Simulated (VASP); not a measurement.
CsPbCl3: single point with PBEsol

The system is CsPbCl3.

```
Cs Pb Cl
1.0
     5.88525    0.00000    0.00000
     0.00000    5.88525    0.00000
     0.00000    0.00000    5.32475
Cs Pb Cl
1 1 3
Direct
  0.00000 0.00000 0.00000
  0.50000 0.50000 0.50000
  0.00000 0.50000 0.50000
  0.50000 0.00000 0.50000
  0.50000 0.50000 0.00000
```

This cell differs from its parent crystal: strain +0.050 along x and y, -0.050 along z.

| Property | Result |
| --- | --- |
| Program | VASP 6.6.1 |
| Task | single point |
| Functional | PBEsol |
| Potentials or basis | VASP PAW PBE potentials, release 64 (Cs_sv, Pb_d, Cl) |
| Cutoff | 520 eV |
| k mesh | 6 × 6 × 6 |
| Occupations | gaussian, width 0.05 eV |
| Spin | no spin polarisation |

```yaml
Pressure: -0.4 GPa
Band_gap_on_the_k_mesh: 1.63 eV
```

Stress tensor (GPa, compression positive):
```
-2.11  0.00  0.00
 0.00 -2.11  0.00
 0.00  0.00  3.12
```

Levels at points of the mesh, in eV from the valence-band top:
```csv
k point,band 18,band 19,band 20,band 21,band 22,band 23,band 24,band 25,band 26,band 27
"(0.00, 0.00, 0.00)",-2.53,-2.30,-2.30,-2.30,-2.28,3.28,4.28,4.52,5.02,5.40
"(0.50, 0.00, 0.00)",-2.52,-2.44,-2.38,-2.35,-1.82,2.78,4.55,4.81,5.10,5.47
"(0.50, 0.50, 0.00)",-2.54,-2.45,-2.45,-2.06,-1.21,2.41,2.41,5.36,5.42,5.84
"(0.00, 0.00, 0.50)",-2.79,-2.47,-2.39,-2.39,-1.16,3.24,4.58,4.58,4.87,5.61
"(0.50, 0.00, 0.50)",-2.55,-2.53,-2.50,-2.04,-0.57,2.07,2.87,4.25,5.37,5.76
"(0.50, 0.50, 0.50)",-2.53,-2.04,-2.02,-2.02,0.00,1.63,1.63,2.39,5.04,5.48
```

Run time: 5.4 min on 1 thread of Intel Xeon 8259CL, with other jobs on the host, peak memory 0.43 GiB.

Caveat: the cell differs from its parent crystal (strain +0.050 along x and y, -0.050 along z); the PAW data sets were made with another functional, which shifts forces and pressure a little; spin-orbit coupling is left out, which moves the levels of the heavy elements. A k mesh can miss the band edges.
